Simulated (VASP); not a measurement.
**MgO: single point with PBE**

MgO:

```
Mg O
1.0
     3.48261    0.00000    0.00000
    -1.74130    3.01603    0.00000
     0.00000    0.00000    4.12619
Mg O
2 2
Cartesian
  1.7413 1.0053 3.0946
  0.0000 2.0107 1.0315
  1.7413 1.0053 1.0315
  0.0000 2.0107 3.0946
```

This cell differs from its parent crystal: volume 10.835 Å^3 an atom, c/a of the conventional cell 1.1848.

| Quantity | Value |
| --- | --- |
| Program | VASP 6.6.1 |
| Task | single point |
| Functional | PBE |
| Potentials or basis | VASP PAW PBE potentials, release 64 (Mg, O) |
| Cutoff | 520 eV |
| k mesh | 9 × 9 × 6 |
| Occupations | gaussian, width 0.05 eV |
| Spin | no spin polarisation |
| Dipole correction | no |
| Further INCAR settings | ALGO = Normal; EDIFF = 1e-06; NBANDS = 16 |

```
Pressure               : 6.3 GPa
Band gap on the k mesh : 3.53 eV, direct
```

Stress tensor (GPa, compression positive):
```
5.11 0.00 0.00
0.00 5.11 0.00
0.00 0.00 8.62
```

Levels at points of the mesh, in eV from the valence-band top:
```tsv
k point	band 6	band 7	band 8	band 9	band 10	band 11
(0.00, 0.00, 0.00)	-0.80	-0.80	0.00	3.53	9.67	12.50
(0.00, 0.00, 0.50)	-1.30	-1.30	-1.30	6.57	6.57	12.94
```

Run time: 35 s on 1 thread of Intel(R) Xeon(R) Platinum 8259CL CPU @ 2.50GHz (Skylake/Cascade Lake), with other jobs on the host, peak memory 0.17 GiB.
